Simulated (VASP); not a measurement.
Wanted: the native input for a VASP 6.6.1 run.

```yaml
Task: single point
Functional: r2SCAN
Potentials_or_basis: VASP PAW PBE potentials, release 64 (Rh_pv)
Cutoff: 520 eV
k_mesh: 15 × 15 × 15
Occupations: fermi-dirac, width 0.1 eV
Spin: no spin polarisation
Dipole_correction: no
Further_INCAR_settings: ALGO = Normal; EDIFF = 1e-06; NBANDS = 14
```

Crystal: Rh.

```
Rh
1.0
     0.00000    1.92181    1.92181
     1.92181    0.00000    1.92181
     1.92181    1.92181    0.00000
Rh
1
Direct
  0.00000 0.00000 0.00000
```

These files were run (other wordings do the same):

POSCAR

```
Rh
1.0
    0.0000000000      1.9218096745      1.9218096745
    1.9218096745      0.0000000000      1.9218096745
    1.9218096745      1.9218096745      0.0000000000
Rh
1
Direct
    0.0000000000      0.0000000000      0.0000000000
```

INCAR.step1

```
PREC     = Accurate       # precision mode
ENCUT    = 520            # plane-wave cutoff, eV
ISMEAR   = -1             # smearing method
SIGMA    = 0.1            # smearing width, eV
LREAL    = False          # projectors in reciprocal space
LASPH    = True           # aspherical terms in the spheres
NELM     = 100            # most SCF steps
NBANDS   = 14             # bands
GGA      = PE             # functional
ALGO     = Normal         # electronic algorithm
EDIFF    = 1E-4           # SCF threshold, eV
LWAVE    = True           # write WAVECAR
LCHARG   = False          # write CHGCAR
```

INCAR.step2

```
PREC     = Accurate       # precision mode
ENCUT    = 520            # plane-wave cutoff, eV
EDIFF    = 1E-6           # SCF threshold, eV
ISMEAR   = -1             # smearing method
SIGMA    = 0.1            # smearing width, eV
LREAL    = False          # projectors in reciprocal space
LASPH    = True           # aspherical terms in the spheres
NELM     = 100            # most SCF steps
ALGO     = Normal         # electronic algorithm
ISIF     = 2              # what is computed and relaxed
LWAVE    = False          # write WAVECAR
LCHARG   = True           # write CHGCAR
METAGGA  = R2SCAN         # meta-GGA
LMIXTAU  = True         
LELF     = True           # ELF
LVHAR    = True         
NBANDS   = 14             # bands
ISTART   = 1
```

KPOINTS

```
regular mesh
0
Gamma
  15 15 15
```

Potentials or basis: VASP PAW PBE potentials, release 64 (Rh_pv).

Command:

```sh
$ cat potpaw_PBE.64/Rh_pv/POTCAR > POTCAR
$ cp INCAR.step1 INCAR
$ mpirun -np 1 vasp_std > vasp.out
$ cp INCAR.step2 INCAR
$ mpirun -np 1 vasp_std > vasp.out
```

It gave:

The pressure is -7.5 GPa.

Caveat: the PAW data sets were made with another functional, which shifts forces and pressure a little.

It took 2.5 min on 1 thread of AMD EPYC 7R13, with other jobs on the host, peak memory 0.11 GiB.
